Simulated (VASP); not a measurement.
# Na (Im-3m) in VASP: a series of runs

The runs below take Na through single point, relaxation of cell and atoms, with LDA.

Program: VASP 6.6.1. These are calculated values, not measurements. Logs are shortened: lines on timing, memory, paths and dates and some standing lists are left out, and cuts for length are marked.

**1. The cell of the first run**

Symmetry: Im-3m, No. 229, cubic system. Conventional cell: a = 3.946 Å, b = 3.946 Å, c = 3.946 Å, α = 90.00°, β = 90.00°, γ = 90.00°. Na (site symmetry m-3m) has 14 Na at 3.42 to 3.95 Å within 4.5 Å.

**2. Single point, LDA (30.73 Å³/atom)**

INCAR reads:

```
PREC = Accurate ; ENCUT = 520
EDIFF = 1E-7 ; ISMEAR = -1
SIGMA = 0.05 ; LREAL = False
LASPH = True ; NELM = 80
ALGO = Normal ; ISIF = 2
LWAVE = False ; LCHARG = False
GGA = CA ; NBANDS = 10
```

KPOINTS reads:

```
regular mesh
0
Gamma
  13 13 13
```

POSCAR reads:

```
Na
1.0
   -1.9731015245      1.9731015245      1.9731015245
    1.9731015245     -1.9731015245      1.9731015245
    1.9731015245      1.9731015245     -1.9731015245
Na
1
Direct
    0.0000000000      0.0000000000      0.0000000000
```

Potentials or basis: VASP PAW LDA potentials, release 64 (Na_pv).

The run is started by

```bash
$ cat potpaw_LDA.64/Na_pv/POTCAR > POTCAR
$ mpirun -np 1 vasp_std > vasp.out
```

OUTCAR:

```text
PREC = Accurate
   ENCUT = 520
   EDIFF = 1E-7
   ISMEAR = -1
   LREAL = False
   LASPH = True
   NELM = 80
   ISIF = 2
   GGA = CA

 ion  position               nearest neighbor table
   1  0.000  0.000  0.000-

  LATTYP: Found a body centered cubic cell.
 ALAT       =     3.9462030490

  Lattice vectors:

 A1 = (  -1.9731015245,   1.9731015245,   1.9731015245)
 A2 = (   1.9731015245,  -1.9731015245,   1.9731015245)
 A3 = (   1.9731015245,   1.9731015245,  -1.9731015245)

Analysis of symmetry for initial positions (statically):
=====================================================================
 Subroutine PRICEL returns:
 Original cell was already a primitive cell.

 Routine SETGRP: Setting up the symmetry group for a
 body centered cubic supercell.

 Subroutine GETGRP returns: Found 48 space group operations
 (whereof 48 operations were pure point group operations)
 out of a pool of 48 trial point group operations.

The static configuration has the point symmetry O_h .

Analysis of symmetry for dynamics (positions and initial velocities):
=====================================================================
 Subroutine PRICEL returns:
 Original cell was already a primitive cell.

 Routine SETGRP: Setting up the symmetry group for a
 body centered cubic supercell.

 Subroutine GETGRP returns: Found 48 space group operations
 (whereof 48 operations were pure point group operations)
 out of a pool of 48 trial point group operations.

The dynamic configuration has the point symmetry O_h .

 Subroutine INISYM returns: Found 48 space group operations
 (whereof 48 operations are pure point group operations),
 and found     1 'primitive' translations

----------------------------------------------------------------------------------------

                                     Primitive cell

  volume of cell :      30.7262

  direct lattice vectors                    reciprocal lattice vectors
    -1.973101525  1.973101525  1.973101525     0.000000000  0.253408146  0.253408146
     1.973101525 -1.973101525  1.973101525     0.253408146  0.000000000  0.253408146
     1.973101525  1.973101525 -1.973101525     0.253408146  0.253408146  0.000000000

  length of vectors
     3.417512089  3.417512089  3.417512089     0.358373237  0.358373237  0.358373237

  position of ions in fractional coordinates (direct lattice)
     0.000000000  0.000000000  0.000000000

  ion indices of the primitive-cell ions
   primitive index   ion index
                 1           1

----------------------------------------------------------------------------------------

 KPOINTS: regular mesh

Automatic generation of k-mesh.
 Grid dimensions read from file:
 generate k-points for:   13   13   13

 Generating k-lattice:

  Cartesian coordinates                     Fractional coordinates (reciprocal lattice)
     0.000000000  0.019492934  0.019492934     0.076923077  0.000000000  0.000000000
     0.019492934  0.000000000  0.019492934     0.000000000  0.076923077  0.000000000
     0.019492934  0.019492934  0.000000000     0.000000000  0.000000000  0.076923077

  Length of vectors
     0.027567172  0.027567172  0.027567172

  Shift w.r.t. Gamma in fractional coordinates (k-lattice)
     0.000000000  0.000000000  0.000000000

 Subroutine IBZKPT returns following result:
 ===========================================

 Found     84 irreducible k-points:

 Following reciprocal coordinates:
            Coordinates               Weight
  0.000000  0.000000  0.000000      1.000000
  0.076923  0.000000  0.000000     12.000000
  0.153846  0.000000  0.000000     12.000000
  0.230769  0.000000  0.000000     12.000000
  0.307692  0.000000  0.000000     12.000000
  0.384615  0.000000  0.000000     12.000000
[... 16 lines left out ...]
  0.153846  0.076923  0.076923     24.000000
  0.230769  0.076923  0.076923     24.000000
 [... further k-points ...]
   k-points           NKPTS =     84   k-points in BZ     NKDIM =     84   number of bands    NBANDS=     10
   number of dos      NEDOS =    301   number of ions     NIONS =      1
   total plane-waves  NPLWV =  21952
   dimension x,y,z NGX =    28 NGY =   28 NGZ =   28
   dimension x,y,z NGXF=    56 NGYF=   56 NGZF=   56
   ions per type =               1
   NGX,Y,Z   is equivalent  to a cutoff of  13.62, 13.62, 13.62 a.u.
   NGXF,Y,Z  is equivalent  to a cutoff of  27.24, 27.24, 27.24 a.u.
 SYSTEM =  unknown system
   PREC   = accura    normal or accurate (medium, high low for compatibility)
   ISTART =      0    job   : 0-new  1-cont  2-samecut
   ICHARG =      2    charge: 1-file 2-atom 10-const
   ISPIN  =      1    spin polarized calculation?
   LNONCOLLINEAR =      F non collinear calculations
   LSORBIT =      F    spin-orbit coupling
   LASPH  =      T    aspherical Exc in radial PAW
   ENCUT  =  520.0 eV  38.22 Ry    6.18 a.u.   6.35  6.35  6.35*2*pi/ulx,y,z
   NELM   =     80;   NELMIN=  2; NELMDL= -5     # of ELM steps
   EDIFF  = 0.1E-06   stopping-criterion for ELM
   LREAL  =      F    real-space projection
   EDIFFG = 0.1E-05   stopping-criterion for IOM
   NSW    =      0    number of steps for IOM
   IBRION =     -1    ionic relax: 0-MD 1-quasi-New 2-CG
   NFREE  =      0    steps in history (QN), initial steepest desc. (CG)
   ISIF   =      2    stress and relaxation
   ISYM   =      2    0-nonsym 1-usesym 2-fastsym
   POTIM  = 0.5000    time-step for ionic-motion
   TEBEG  =    0.0;   TEEND  =   0.0 temperature during run
   PSTRESS=    0.0 pullay stress
   NELECT =       7.0000    total number of electrons
   NUPDOWN=      -1.0000    fix difference up-down
   EMIN   =  10.00;   EMAX   =-10.00  energy-range for DOS
   EFERMI =   0.00;   METHOD = LEGACY
   ISMEAR =    -1;   SIGMA  =   0.05  broadening in eV -4-tet -1-fermi 0-gaus
   EFERMI_NEDOS =   21; number of points for ismear=-14 and -15
   IALGO  =     38    algorithm
   IMIX   =      4    mixing-type and parameters
     AMIX     =   0.40;   BMIX     =  1.00
     AMIX_MAG =   1.60;   BMIX_MAG =  1.00
  volume/ion in A,a.u.               =      30.73       207.35
  Fermi-wavevector in a.u.,A,eV,Ry     =   0.999857  1.889457 13.601947  0.999715
  Thomas-Fermi vector in A             =   2.132175
   LORBIT       =      0    0 simple, 1 ext, 2 COOP (PROOUT), +10 PAW based schemes
   GGA     = CA    functional components
   LHFCALC =     F    Hartree Fock is set to
   AEXX    =    0.0000 exact exchange contribution
   IVDW    =     0    specifies the selected vdW correction
   LEPSILON=     F    determine dielectric tensor
   LRPA    =     F    only Hartree local field effects (RPA)
 non-spin polarized calculation
  energy-cutoff  :      520.00
  volume of cell :       30.73
 maximum number of plane-waves:       847
 NGX is ok and might be reduce to    28
   NGX = 13   NGY = 13   NGZ = 13

 number of electron       6.9999995 magnetization

 Free energy of the ion-electron system (eV)
  ---------------------------------------------------
  ext. energy  EPLUGINS =         0.00000000
  ---------------------------------------------------
  free energy    TOTEN  =        -1.44892191 eV

  energy without entropy =       -1.44480935  energy(sigma->0) =       -1.44686563

 E-fermi :   0.7768     XC(G=0):  -7.2780

 val. band max:        0.6946591875   @ k =  -0.3077   0.3077   0.3077
 cond. band min:       0.7993387766   @ k =  -0.3846   0.4615   0.0769
 fundamental gap:      0.1046795891
 Fermi energy:         0.7768043230

 k-point     1 :       0.0000    0.0000    0.0000
  band No.  band energies     occupation
      1     -24.0759      2.00000
      2     -24.0759      2.00000
      3     -24.0759      2.00000
      4      -2.9630      2.00000
      5      13.6212      0.00000
      6      13.6212      0.00000
      7      13.6212      0.00000
      8      14.8572      0.00000
      9      14.8572      0.00000
     10      15.6105      0.00000

 k-point     2 :       0.0769    0.0000    0.0000
  band No.  band energies     occupation
      1     -24.0800      2.00000
      2     -24.0772      2.00000
      3     -24.0759      2.00000
      4      -2.8438      2.00000
      5      12.2545      0.00000
      6      12.9434      0.00000
      7      13.2803      0.00000
      8      14.0463      0.00000
      9      14.2493      0.00000
     10      16.0987      0.00000

 k-point     3 :       0.1538    0.0000    0.0000
  band No.  band energies     occupation
      1     -24.0913      2.00000
      2     -24.0809      2.00000
      3     -24.0759      2.00000
      4      -2.4883      2.00000
      5      10.0476      0.00000
      6      11.9412      0.00000
      7      12.6507      0.00000
      8      13.0999      0.00000
      9      13.9781      0.00000
     10      16.2315      0.00000

 k-point     4 :       0.2308    0.0000    0.0000
  band No.  band energies     occupation
      1     -24.1071      2.00000
      2     -24.0860      2.00000
      3     -24.0760      2.00000
      4      -1.9024      2.00000
      5       7.9333      0.00000
      6      11.0785      0.00000
      7      12.0623      0.00000
      8      12.3285      0.00000
      9      13.5472      0.00000
     10      16.6164      0.00000

 k-point     5 :       0.3077    0.0000    0.0000
  band No.  band energies     occupation
      1     -24.1237      2.00000
      2     -24.0914      2.00000
      3     -24.0760      2.00000
      4      -1.0954      2.00000
      5       5.9801      0.00000
      6      10.4177      0.00000
      7      11.6014      0.00000
      8      11.7498      0.00000
      9      13.0701      0.00000
     10      17.3279      0.00000

 k-point     6 :       0.3846    0.0000    0.0000
  band No.  band energies     occupation
      1     -24.1373      2.00000
      2     -24.0959      2.00000
      3     -24.0760      2.00000
      4      -0.0800      2.00000
      5       4.2041      0.00000
      6       9.9733      0.00000
      7      11.2901      0.00000
      8      11.3652      0.00000
      9      12.6901      0.00000
     10      17.9567      0.00000
[... 183 lines left out ...]
 k-point    21 :       0.3077    0.3077    0.0000
  band No.  band energies     occupation
      1     -24.1289      2.00000
      2     -24.1180      2.00000
      3     -24.0844      2.00000
      4       2.3522      0.00000
      5       3.4810      0.00000
      6       4.5155      0.00000
      7       9.7834      0.00000
      8      14.4715      0.00000
      9      15.1728      0.00000
     10      16.8851      0.00000

 k-point    22 :       0.0769    0.0769    0.0769
  band No.  band energies     occupation
      1     -24.0992      2.00000
      2     -24.0788      2.00000
      3     -24.0788      2.00000
      4      -2.2529      2.00000
      5       9.9346      0.00000
      6       9.9346      0.00000
      7      11.4271      0.00000
      8      14.9309      0.00000
      9      14.9309      0.00000
     10      16.2962      0.00000

 k-point    23 :       0.1538    0.0769    0.0769
  band No.  band energies     occupation
      1     -24.1126      2.00000
      2     -24.0841      2.00000
      3     -24.0791      2.00000
      4      -1.6703      2.00000
      5       8.0215      0.00000
      6       9.0875      0.00000
      7      10.5563      0.00000
      8      14.6790      0.00000
      9      15.0874      0.00000
     10      16.9591      0.00000

 k-point    24 :       0.2308    0.0769    0.0769
  band No.  band energies     occupation
      1     -24.1254      2.00000
      2     -24.0909      2.00000
      3     -24.0794      2.00000
      4      -0.8676      2.00000
      5       6.1386      0.00000
      6       8.4516      0.00000
      7       9.9375      0.00000
      8      14.1401      0.00000
      9      14.9286      0.00000
     10      17.4983      0.00000

 [... further k-points ...]

------------------------ aborting loop because EDIFF is reached ----------------------------------------

  FORCE on cell =-STRESS in cart. coord.  units (eV):
  Direction    XX          YY          ZZ          XY          YZ          ZX
  --------------------------------------------------------------------------------------
  -------------------------------------------------------------------------------------
  Total        0.1616925      0.1616925      0.1616925      0.0000000     -0.0000000      0.0000000
  in kB        8.4312517      8.4312517      8.4312517      0.0000000     -0.0000000      0.0000000
  external PRESSURE =       8.4312517 kB  Pullay stress =       0.0000000 kB

 VOLUME and BASIS-vectors are now :
 -----------------------------------------------------------------------------
  energy-cutoff  :      520.00
  volume of cell :       30.73
      direct lattice vectors                 reciprocal lattice vectors
    -1.973101525  1.973101525  1.973101525     0.000000000  0.253408146  0.253408146
     1.973101525 -1.973101525  1.973101525     0.253408146  0.000000000  0.253408146
     1.973101525  1.973101525 -1.973101525     0.253408146  0.253408146  0.000000000

 POSITION                                       TOTAL-FORCE (eV/Angst)
 -----------------------------------------------------------------------------------
      0.00000      0.00000      0.00000         0.000000      0.000000     -0.000000
 -----------------------------------------------------------------------------------
    total drift:                               -0.000000     -0.000000     -0.000000

  FREE ENERGIE OF THE ION-ELECTRON SYSTEM (eV)
  ---------------------------------------------------
  free  energy   TOTEN  =        -1.4489219053 eV

  energy  without entropy=       -1.4448093550  energy(sigma->0) =       -1.44686563
```

It took 23 s on 1 thread of Intel Xeon Platinum 8259CL at 2.50GHz (Skylake/Cascade Lake), shared host; peak memory 0.14 GiB.

What came out:

| Item | Value |
| --- | --- |
| Free energy | -1.4489 eV |
| Pressure | 0.8 GPa |
| Band gap on the k mesh | zero (an odd number of electrons rules out a gap without spin polarisation) |

Levels at points of the mesh, in eV from the Fermi level:
```csv
k point,band 1,band 2,band 3,band 4,band 5,band 6,band 7
"(0.00, 0.00, 0.00)",-24.85,-24.85,-24.85,-3.74,12.84,12.84,12.84
```

**3. Single point, LDA**

This run uses another cell than the first one, of 33.40 Å³/atom.

INCAR reads:

```
SYSTEM = Na
  PREC = Accurate
  ENCUT = 520
  EDIFF = 1E-6
  ISMEAR = -1
  SIGMA = 0.05
  LREAL = .False.
  LASPH = .True.
  NELM = 100
  ALGO = Normal
  ISIF = 2
  LWAVE = .False.
  LCHARG = .False.
  GGA = CA
  NBANDS = 10
```

KPOINTS reads:

```
Automatic mesh
0
Gamma
  13 13 13
  0 0 0
```

POSCAR reads:

```
Na
1.0
   -2.0287108707      2.0287108707      2.0287108707
    2.0287108707     -2.0287108707      2.0287108707
    2.0287108707      2.0287108707     -2.0287108707
Na
1
Direct
    0.0000000000      0.0000000000      0.0000000000
```

Potentials or basis: VASP PAW LDA potentials, release 64 (Na_pv).

The run is started by

```bash
$ cat potpaw_LDA.64/Na_pv/POTCAR > POTCAR
$ mpirun -np 1 vasp_std > vasp.out
```

Run time: 17 s. Hardware: 1 thread of Intel Xeon Platinum 8259CL at 2.50GHz (Skylake/Cascade Lake), shared host; peak memory 0.14 GiB.

It converged, with:

```yaml
Free_energy: -1.4553 eV
Pressure: -0.1 GPa
Band_gap_on_the_k_mesh: zero (an odd number of electrons rules out a gap without spin polarisation)
```

Levels at points of the mesh, in eV from the Fermi level:
```tsv
k point	band 1	band 2	band 3	band 4	band 5	band 6	band 7
(0.00, 0.00, 0.00)	-24.90	-24.90	-24.90	-3.54	12.28	12.28	12.28
```

**4. Single point, LDA (33.40 Å³/atom)**

This run uses another cell than the first one, of 33.40 Å³/atom.

INCAR reads:

```
SYSTEM = Na
PREC     = Accurate       ! precision mode
ENCUT    = 520            ! plane-wave cutoff, eV
EDIFF    = 1E-7           ! SCF threshold, eV
ISMEAR   = -1             ! smearing method
SIGMA    = 0.05           ! smearing width, eV
LREAL    = .False.        ! projectors in reciprocal space
LASPH    = .True.         ! aspherical terms in the spheres
NELM     = 100            ! most SCF steps
ALGO     = Normal         ! electronic algorithm
ISIF     = 2              ! what is computed and relaxed
LWAVE    = .False.        ! write WAVECAR
LCHARG   = .False.        ! write CHGCAR
NBANDS   = 10             ! bands
```

KPOINTS is that of step 3.

POSCAR is that of step 3.

The run is started by

```bash
$ cat potpaw_LDA.64/Na_pv/POTCAR > POTCAR
$ mpirun -np 1 vasp_std > vasp.out
```

Run time: 21 s. Hardware: 1 thread of Intel Xeon Platinum 8259CL at 2.50GHz (Skylake/Cascade Lake), shared host; peak memory 0.14 GiB.

It converged, with:

| Item | Value |
| --- | --- |
| Free energy | -1.4553 eV |
| Pressure | 0.0 GPa |
| Band gap on the k mesh | zero (an odd number of electrons rules out a gap without spin polarisation) |

Levels at points of the mesh, in eV from the Fermi level:
```csv
k point,band 1,band 2,band 3,band 4,band 5,band 6,band 7,band 8
"(0.00, 0.00, 0.00)",-24.90,-24.90,-24.90,-3.54,12.29,12.29,12.29,13.46
```

**5. Relaxation of cell and atoms, LDA**

This run uses another cell than the first one, of 33.40 Å³/atom.

INCAR reads:

```
PREC     = Accurate       # precision mode
ENCUT    = 600            # plane-wave cutoff, eV
EDIFF    = 1E-6           # SCF threshold, eV
ISMEAR   = -1             # smearing method
SIGMA    = 0.05           # smearing width, eV
LREAL    = F              # projectors in reciprocal space
LASPH    = T              # aspherical terms in the spheres
NELM     = 60             # most SCF steps
ALGO     = Normal         # electronic algorithm
ISIF     = 3              # what is computed and relaxed
LWAVE    = F              # write WAVECAR
LCHARG   = F              # write CHGCAR
GGA      = CA             # functional
IBRION   = 2              # ionic algorithm
NSW      = 60             # ionic steps
EDIFFG   = -0.005         # ionic threshold
```

KPOINTS reads:

```
regular mesh
0
Gamma
  13 13 13
```

POSCAR is that of step 4.

The run is started by

```bash
$ cat potpaw_LDA.64/Na_pv/POTCAR > POTCAR
$ mpirun -np 1 vasp_std > vasp.out
```

Run time: 18 s. Hardware: 1 thread of Intel Xeon Platinum 8259CL at 2.50GHz (Skylake/Cascade Lake), shared host; peak memory 0.14 GiB.

Results (log left out):

```
Free energy                           : -1.4553 eV
Relaxed volume                        : 33.34 Å³/atom
Relaxed cell                          : a = 3.512 Å, b = 3.512 Å, c = 3.512 Å, α = 109.47°, β = 109.47°, γ = 109.47°
Space group after relaxing (to 0.1 Å) : Im-3m (No. 229)
Energy gained by relaxing             : 0.0 meV/atom
Ionic steps                           : 2
Pressure after relaxing               : 0.0 GPa
Band gap on the k mesh                : zero (an odd number of electrons rules out a gap without spin polarisation)
```

Final structure:
```xyz
1
Lattice="-2.0275 2.0275 2.0275 2.0275 -2.0275 2.0275 2.0275 2.0275 -2.0275" Properties=species:S:1:pos:R:3 pbc="T T T"
Na    4.0550    0.0000    0.0000
```

Levels at points of the mesh, in eV from the Fermi level:
| k point | band 1 | band 2 | band 3 | band 4 | band 5 | band 6 | band 7 |
| --- | --- | --- | --- | --- | --- | --- | --- |
| (0.00, 0.00, 0.00) | -24.90 | -24.90 | -24.90 | -3.55 | 12.30 | 12.30 | 12.30 |

**6. The runs side by side**

| task | cell | cutoff (eV) | gap on the mesh (eV) | pressure (GPa) |
| --- | --- | --- | --- | --- |
| single point | a = 3.418 Å, angles 109.5°, 1 atom | 520 | none | 0.8 |
| single point | a = 3.514 Å, angles 109.5°, 1 atom | 520 | none | 0.0 |
| relaxation of cell and atoms | relaxed from a = 3.514 Å, angles 109.5°, 1 atom | 600 | none | 0.0 |

Alike in all rows: level LDA; potentials or basis VASP PAW LDA potentials, release 64 (Na_pv); no spin polarisation; k mesh 13 × 13 × 13; smearing fermi-dirac 0.05 eV.

Absolute energies hang on the potentials; compare differences alone.

The gap in the log of VASP goes by the Fermi energy; the results here count the filled bands.